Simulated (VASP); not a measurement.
# MgO in VASP: single point with PBE

Aim: the single point of MgO with PBE.

All numbers are computed with VASP 6.6.1; they aren't measurements. Logs are shortened: lines on timing, memory, paths and dates and some standing lists are left out, and cuts for length are marked.

### 1 The cell of the first run

The cell holds a slab with vacuum, 24 atoms: a = 5.877 Å, b = 5.877 Å, c = 18.999 Å, α = 90.00°, β = 90.00°, γ = 60.00°.

### 2 Single point, PBE

Input file INCAR:

```
SYSTEM = MgO
ALGO = Normal ; EDIFF = 1E-6
ENCUT = 520 ; GGA = PE
ISIF = 2 ; ISMEAR = -1
LASPH = .TRUE. ; LCHARG = .FALSE.
LREAL = Auto ; LWAVE = .FALSE.
NBANDS = 66 ; NELM = 60
PREC = Accurate ; SIGMA = 0.05
```

Input file KPOINTS:

```
k-points
0
G
  2 2 1
  0 0 0
```

Input file POSCAR:

```
MgO
1.0
    5.8773299501      0.0000000000      0.0000000000
    2.9386649751      5.0899170432      0.0000000000
    0.0000000000      0.0000000000     18.9985250000
Mg O
12 12
Direct
    0.0000000000      0.0000000000      0.0526357000
    0.0000000000      0.5000000000      0.0526357000
    0.5000000000      1.0000000000      0.0526357000
    0.5000000000      0.5000000000      0.0526357000
    0.6666666667      0.6666666667      0.1889006588
    0.6666666667      0.1666666667      0.1889006588
    0.1666666667      0.6666666667      0.1889006588
    0.1666666667      0.1666666667      0.1889006588
    0.3333333333      0.3333333333      0.3210660355
    0.3333333333      0.8333333333      0.3210660355
    0.8333333333      0.3333333333      0.3210660355
    0.8333333333      0.8333333333      0.3210660355
    0.3333333333      0.8333333333      0.1157829000
    0.3333333333      0.3333333333      0.1157829000
    0.8333333333      0.8333333333      0.1157829000
    0.8333333333      0.3333333333      0.1157829000
    1.0000000000      0.5000000000      0.2453598886
    1.0000000000      1.0000000000      0.2453598886
    0.5000000000      0.5000000000      0.2453598886
    0.5000000000      1.0000000000      0.2453598886
    0.6666666667      0.1666666667      0.3748699011
    0.6666666667      0.6666666667      0.3748699011
    0.1666666667      0.1666666667      0.3748699011
    0.1666666667      0.6666666667      0.3748699011
```

Potentials or basis: VASP PAW PBE potentials, release 64 (Mg, O).

Launch:

```sh
$ cat potpaw_PBE.64/Mg/POTCAR potpaw_PBE.64/O/POTCAR > POTCAR
$ mpirun -np 1 vasp_std > vasp.out
```

OUTCAR:

```text
SYSTEM = MgO
   EDIFF = 1E-6
   ENCUT = 520
   GGA = PE
   ISIF = 2
   ISMEAR = -1
   LASPH = .TRUE.
   LREAL = Auto
   NELM = 60
   PREC = Accurate

 ion  position               nearest neighbor table
   1  0.000  0.000  0.053-  13 2.08  16 2.08  15 2.08   4 2.94   4 2.94   3 2.94   3 2.94   2 2.94
                             2 2.94   6 3.10   7 3.10   8 3.10
   2  0.000  0.500  0.053-  14 2.08  15 2.08  16 2.08   3 2.94   3 2.94   4 2.94   4 2.94   1 2.94
                             1 2.94   5 3.10   8 3.10   7 3.10
   3  0.500  0.000  0.053-  15 2.08  14 2.08  13 2.08   2 2.94   2 2.94   1 2.94   1 2.94   4 2.94
                             4 2.94   8 3.10   5 3.10   6 3.10
   4  0.500  0.500  0.053-  16 2.08  13 2.08  14 2.08   1 2.94   1 2.94   2 2.94   2 2.94   3 2.94
                             3 2.94   7 3.10   6 3.10   5 3.10
   5  0.667  0.667  0.189-  17 2.01  20 2.01  19 2.01  15 2.19  13 2.19  16 2.19   8 2.94   8 2.94
                             7 2.94   7 2.94   6 2.94   6 2.94  12 3.03  10 3.03  11 3.03   2 3.10
   6  0.667  0.167  0.189-  18 2.01  19 2.01  20 2.01  16 2.19  14 2.19  15 2.19   7 2.94   7 2.94
                             8 2.94   8 2.94   5 2.94   5 2.94  11 3.03   9 3.03  12 3.03   1 3.10
   7  0.167  0.667  0.189-  19 2.01  18 2.01  17 2.01  13 2.19  15 2.19  14 2.19   6 2.94   6 2.94
                             5 2.94   5 2.94   8 2.94   8 2.94  10 3.03  12 3.03   9 3.03   4 3.10
   8  0.167  0.167  0.189-  20 2.01  17 2.01  18 2.01  14 2.19  16 2.19  13 2.19   5 2.94   5 2.94
                             6 2.94   6 2.94   7 2.94   7 2.94   9 3.03  11 3.03  10 3.03   3 3.10
   9  0.333  0.333  0.321-  23 1.98  21 1.98  24 1.98  17 2.22  20 2.22  19 2.22  12 2.94  12 2.94
[... 26 lines left out ...]
 A1 = (  -2.9386649751,  -5.0899170432,   0.0000000000)
 A2 = (   5.8773299501,   0.0000000000,   0.0000000000)
 A3 = (   0.0000000000,   0.0000000000,  18.9985250000)

Analysis of symmetry for initial positions (statically):
=====================================================================
 Subroutine PRICEL returns following result:

  LATTYP: Found a hexagonal cell.
 ALAT       =     2.9386649751
 C/A-ratio  =     6.4650190346

  Lattice vectors:

 A1 = (  -1.4693324876,  -2.5449585216,   0.0000000000)
 A2 = (   2.9386649751,   0.0000000000,   0.0000000000)
 A3 = (   0.0000000000,   0.0000000000,  18.9985250000)

   4 primitive cells build up your supercell.

 Routine SETGRP: Setting up the symmetry group for a
 hexagonal supercell.

 Subroutine GETGRP returns: Found  6 space group operations
 (whereof  6 operations were pure point group operations)
 out of a pool of 24 trial point group operations.

The static configuration has the point symmetry C_3v.

Analysis of symmetry for dynamics (positions and initial velocities):
=====================================================================
 Subroutine PRICEL returns following result:

[... 125 lines left out ...]
  volume/ion in A,a.u.               =      23.68       159.81
  Fermi-wavevector in a.u.,A,eV,Ry     =   0.904958  1.710122 11.142474  0.818949
  Thomas-Fermi vector in A             =   2.028468
   LORBIT       =      0    0 simple, 1 ext, 2 COOP (PROOUT), +10 PAW based schemes
   GGA     = PE    functional components
   LHFCALC =     F    Hartree Fock is set to
   AEXX    =    0.0000 exact exchange contribution
   IVDW    =     0    specifies the selected vdW correction
   LEPSILON=     F    determine dielectric tensor
   LRPA    =     F    only Hartree local field effects (RPA)
 non-spin polarized calculation
  energy-cutoff  :      520.00
  volume of cell :      568.34
 maximum number of plane-waves:     15352
 NGX is ok and might be reduce to    48
   NGX = 21   NGY = 21   NGZ = 71

 number of electron      95.9999975 magnetization

 Free energy of the ion-electron system (eV)
  ---------------------------------------------------
  ext. energy  EPLUGINS =         0.00000000
  ---------------------------------------------------
  free energy    TOTEN  =      -122.57711444 eV

  energy without entropy =     -122.36108257  energy(sigma->0) =     -122.46909850

 E-fermi :  -2.5537     XC(G=0):  -5.4402

 val. band max:       -2.6371025444   @ k =   0.5000  -0.0000   0.0000
 cond. band min:      -2.5341575656   @ k =   0.5000  -0.0000   0.0000
 fundamental gap:      0.1029449788
 Fermi energy:        -2.5537101101

 k-point     1 :       0.0000    0.0000    0.0000
  band No.  band energies     occupation
      1     -21.1669      2.00000
      2     -20.2332      2.00000
      3     -20.2332      2.00000
      4     -20.2332      2.00000
      5     -19.8394      2.00000
      6     -18.9797      2.00000
[... 52 lines left out ...]
     59       5.0955      0.00000
     60       5.1481      0.00000

 k-point     2 :       0.5000   -0.0000    0.0000
  band No.  band energies     occupation
      1     -20.7290      2.00000
      2     -20.7290      2.00000
      3     -20.2437      2.00000
      4     -20.2437      2.00000
      5     -19.4371      2.00000
      6     -19.4371      2.00000
[... 52 lines left out ...]
     59       4.6974      0.00000
     60       4.6974      0.00000
 [bands above 60 left out]

------------------------ aborting loop because EDIFF is reached ----------------------------------------

  FORCE on cell =-STRESS in cart. coord.  units (eV):
  Direction    XX          YY          ZZ          XY          YZ          ZX
  --------------------------------------------------------------------------------------
  -------------------------------------------------------------------------------------
  Total       17.0333113     17.0333113     -5.4945598      0.0000000      0.0000000     -0.0000000
  in kB       48.0174402     48.0174402    -15.4893370      0.0000000      0.0000000     -0.0000000
  external PRESSURE =      26.8485145 kB  Pullay stress =       0.0000000 kB

 VOLUME and BASIS-vectors are now :
 -----------------------------------------------------------------------------
  energy-cutoff  :      520.00
  volume of cell :      568.34
      direct lattice vectors                 reciprocal lattice vectors
     5.877329950  0.000000000  0.000000000     0.170145289 -0.098233428  0.000000000
     2.938664975  5.089917043  0.000000000     0.000000000  0.196466856  0.000000000
     0.000000000  0.000000000 18.998525000     0.000000000  0.000000000  0.052635665

 POSITION                                       TOTAL-FORCE (eV/Angst)
 -----------------------------------------------------------------------------------
      0.00000      0.00000      1.00000        -0.000000     -0.000000      0.899630
      1.46933      2.54496      1.00000         0.000000     -0.000000      0.899630
      2.93866      0.00000      1.00000         0.000000      0.000000      0.899630
      4.40800      2.54496      1.00000         0.000000     -0.000000      0.899630
      5.87733      3.39328      3.58883        -0.000000     -0.000000      0.007170
      4.40800      0.84832      3.58883        -0.000000      0.000000      0.007170
[... 16 lines left out ...]
      1.46933      0.84832      7.12198        -0.000000      0.000000     -0.065794
      2.93866      3.39328      7.12198         0.000000      0.000000     -0.065794
 -----------------------------------------------------------------------------------
    total drift:                               -0.000001     -0.000000      0.008652

  FREE ENERGIE OF THE ION-ELECTRON SYSTEM (eV)
  ---------------------------------------------------
  free  energy   TOTEN  =      -122.5771144368 eV

  energy  without entropy=     -122.3610825715  energy(sigma->0) =     -122.46909850
```

OSZICAR:

```text
N       E                     dE             d eps       ncg     rms          rms(c)
DAV:   1     0.833029256029E+03    0.83303E+03   -0.40220E+04   264   0.119E+03
DAV:   2    -0.118316069846E+02   -0.84486E+03   -0.79200E+03   358   0.287E+02
DAV:   3    -0.153875698802E+03   -0.14204E+03   -0.14076E+03   312   0.124E+02
[... 28 lines left out ...]
DAV:  32    -0.122577102431E+03   -0.21793E-04   -0.14731E-05   256   0.798E-03    0.259E-02
DAV:  33    -0.122577101540E+03    0.89088E-06   -0.13738E-05   208   0.666E-03    0.568E-03
DAV:  34    -0.122577109624E+03   -0.80835E-05   -0.12993E-06   206   0.403E-03    0.709E-03
DAV:  35    -0.122577113630E+03   -0.40061E-05   -0.54169E-07   182   0.179E-03    0.387E-03
DAV:  36    -0.122577114437E+03   -0.80693E-06   -0.16155E-06   214   0.239E-03
   1 F= -.12257711E+03 E0= -.12246910E+03  d E =-.216032E+00
```

Run time: 7.9 min. Hardware: 1 thread of Intel Xeon Platinum 8488C (Sapphire Rapids), shared host; peak memory 0.65 GiB.

Results:

| Property | Result |
| --- | --- |
| Free energy | -122.5771 eV |
| Largest force | 0.900 eV/Å |
| Band gap on the k mesh | zero (band 48 reaches -2.27 eV, above the bottom of band 49 at -2.53 eV) |

Forces on the atoms (eV/Å):
```
Mg   0.000  0.000  0.900
Mg   0.000  0.000  0.900
Mg   0.000  0.000  0.900
Mg   0.000  0.000  0.900
Mg   0.000  0.000  0.007
Mg   0.000  0.000  0.007
Mg   0.000  0.000  0.007
Mg   0.000  0.000  0.007
Mg   0.000  0.000  0.023
Mg   0.000  0.000  0.023
Mg   0.000  0.000  0.023
Mg   0.000  0.000  0.023
O    0.000  0.000 -0.898
O    0.000  0.000 -0.898
O    0.000  0.000 -0.898
O    0.000  0.000 -0.898
O    0.000  0.000  0.034
O    0.000  0.000  0.034
O    0.000  0.000  0.034
O    0.000  0.000  0.034
O    0.000  0.000 -0.066
O    0.000  0.000 -0.066
O    0.000  0.000 -0.066
O    0.000  0.000 -0.066
```

Levels at points of the mesh, in eV from the Fermi level:
```
           k point  band 45  band 46  band 47  band 48  band 49  band 50
(0.00, 0.00, 0.00)    -0.21    -0.21    -0.21     0.29     0.29     2.44
(0.50, 0.00, 0.00)    -0.13    -0.13    -0.08    -0.08     0.02     0.02
```

Caveat: the k points lie up to 0.62 Å⁻¹ apart.
